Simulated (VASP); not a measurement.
A run of VASP 6.6.1:

Contents of INCAR:

```
  PREC = Accurate
  ENCUT = 520
  EDIFF = 1E-6
  ISMEAR = -1
  SIGMA = 0.05
  LREAL = False
  LASPH = True
  NELM = 100
  ALGO = Normal
  ISIF = 2
  LWAVE = False
  LCHARG = False
  GGA = CA
  NBANDS = 18
```

KPOINTS

```
regular mesh
0
Gamma
  8 8 6
```

File POSCAR:

```
P
1.0
    1.6477431241     -5.4650377251      0.0000000000
    1.6477431241      5.4650377251      0.0000000000
    0.0000000000      0.0000000000      4.5436355900
P
4
Direct
    0.9041431300      0.0958568700      0.5888151700
    0.0958568700      0.9041431300      0.4111848300
    0.5958568700      0.4041431300      0.0888151700
    0.4041431300      0.5958568700      0.9111848300
```

Potentials or basis: VASP PAW LDA potentials, release 64 (P).

Command:

```sh
$ cat potpaw_LDA.64/P/POTCAR > POTCAR
$ mpirun -np 1 vasp_std > vasp.out
```

Hardware: 1 thread of Oxide Virtual Turin-like Processor, with other jobs on the host.

Q: Estimate the wall time of this run.

A: It took 3.8 min on 1 thread of Oxide Virtual Turin-like Processor (shared host), peak memory 0.2 GiB. Counts: scf iterations 12, k points 84.
